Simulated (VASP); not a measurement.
A run of VASP 6.6.1 is set up as follows.

POSCAR

```
InPd
1.0
    3.3149408331      0.0000000000      0.0000000000
    0.0000000000      3.3149408331      0.0000000000
    0.0000000000      0.0000000000      3.3149408331
In Pd
1 1
Direct
    0.0000000000      0.0000000000      0.0000000000
    0.5000000000      0.5000000000      0.5000000000
```

INCAR.step1

```
SYSTEM = InPd
  PREC = Accurate
  ENCUT = 520
  EDIFF = 1E-5
  ISMEAR = -1
  SIGMA = 0.05
  LREAL = .False.
  LASPH = .True.
  NELM = 80
  ALGO = Normal
  ISIF = 2
  LWAVE = .True.
  LCHARG = .False.
  NBANDS = 18
  GGA = PE
```

INCAR.step2

```
SYSTEM = InPd
  PREC = Accurate
  ENCUT = 520
  EDIFF = 1E-6
  ISMEAR = -1
  SIGMA = 0.05
  LREAL = .False.
  LASPH = .True.
  NELM = 80
  ALGO = Normal
  ISIF = 2
  LWAVE = .False.
  LCHARG = .False.
  GGA = PE
  LHFCALC = .True.
  AEXX = 0.25
  PRECFOCK = Normal
  NBANDS = 18
  ISTART = 1
```

Contents of KPOINTS:

```
regular mesh
0
Gamma
  4 4 4
  0 0 0
```

Potentials or basis: VASP PAW PBE potentials, release 64 (In_d, Pd).

Command:

```sh
$ cat potpaw_PBE.64/In_d/POTCAR potpaw_PBE.64/Pd/POTCAR > POTCAR
$ cp INCAR.step1 INCAR
$ mpirun -np 1 vasp_std > vasp.out
$ cp INCAR.step2 INCAR
$ mpirun -np 1 vasp_std > vasp.out
```

Problem. Estimate the band gap on the k mesh.

Solution. Zero (an odd number of electrons rules out a gap without spin polarisation).

Problem. What does it give for the pressure?

Solution. -4.7 GPa.

Caveat: the k points lie up to 0.47 Å⁻¹ apart, too coarse for converged energies and pressures of a metal; the PAW data sets were made with another functional, which shifts forces and pressure a little; spin-orbit coupling is left out, which moves the levels of the heavy elements.
